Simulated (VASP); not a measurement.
A run of VASP 6.6.1 is set up as follows.

Contents of INCAR:

```
PREC = Accurate ; ENCUT = 520
EDIFF = 1E-7 ; ISMEAR = -1
SIGMA = 0.1 ; LREAL = False
LASPH = True ; NELM = 100
ALGO = Normal ; ISIF = 2
LWAVE = False ; LCHARG = False
GGA = PE ; NBANDS = 28
```

The input KPOINTS:

```
regular mesh
0
Gamma
  9 9 5
```

File POSCAR:

```
PbS
1.0
    4.1536403067      0.0000000000      0.0000000000
   -2.0768201534      3.5971580238      0.0000000000
    0.0000000000      0.0000000000      7.3565944771
Pb S
2 2
Direct
    0.0000000000      0.0000000000      0.0000000000
    0.0000000000      0.0000000000      0.5000000000
    0.3333333333      0.6666666667      0.2500000000
    0.6666666667      0.3333333333      0.7500000000
```

Potentials or basis: VASP PAW PBE potentials, release 64 (Pb_d, S).

Launch:

```console
$ cat potpaw_PBE.64/Pb_d/POTCAR potpaw_PBE.64/S/POTCAR > POTCAR
$ mpirun -np 1 vasp_std > vasp.out
```

Q: What does it give for the pressure?

A: -0.1 GPa.
